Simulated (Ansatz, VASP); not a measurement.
**One calculation of Al, two programs**

Contents of INCAR:

```
SYSTEM = Al
PREC = Accurate
ENCUT = 500
EDIFF = 1E-6
ISMEAR = 0
SIGMA = 0.1
LREAL = .False.
LASPH = .True.
NELM = 120
ALGO = Normal
ISIF = 2
LWAVE = .False.
LCHARG = .True.
GGA = PE
LELF = .True.
LVHAR = .True.
NBANDS = 8
GGA_COMPAT = .False.
```

Contents of KPOINTS:

```
regular mesh
0
Gamma
  18 18 18
  0 0 0
```

The input POSCAR:

```
Al
1.0
    0.0000000000      2.0001658179      2.0001658179
    2.0001658179      0.0000000000      2.0001658179
    2.0001658179      2.0001658179      0.0000000000
Al
1
Direct
    0.0000000000      0.0000000000      0.0000000000
```

Input for Ansatz:

```yaml
crystal:
  lattice:
    - [0.0, 2.0001658179, 2.0001658179]
    - [2.0001658179, 0.0, 2.0001658179]
    - [2.0001658179, 2.0001658179, 0.0]
  atoms:
    - { symbol: Al, position: [0.0, 0.0, 0.0] }
basis:
  ecutwfc: 600.0
kpoints:
  mp_grid: { grid: [18, 18, 18] }
hamiltonian:
  xc: pbe
  pseudopotentials: { kind: paw }
scf:
  occupations: { method: gaussian, width: 0.1 }
output:
  forces: true
  stress: true
  eigenvalues: true
```

Alike in both runs: task single point; functional PBE; k mesh 18 × 18 × 18; occupations gaussian, width 0.1 eV; no spin polarisation.

```csv
,VASP,Ansatz
version,VASP 6.6.1,Ansatz 0.2.0
potentials or method,"VASP PAW PBE potentials, release 64 (Al), cutoff 500 eV","scalar-relativistic, plane waves, PAW"
valence electrons in the cell,3,3
```

|  | VASP | Ansatz | Ansatz less VASP |
| --- | --- | --- | --- |
| gap on the k mesh at the Fermi level (eV) | none | none | - |
| pressure (GPa) | 2.5 | 2.5 | +0.03 |

A gap of «none» marks a metal or a gap that the smearing closes. The functional is the same, so the differences come from potentials, cutoffs and numerics.
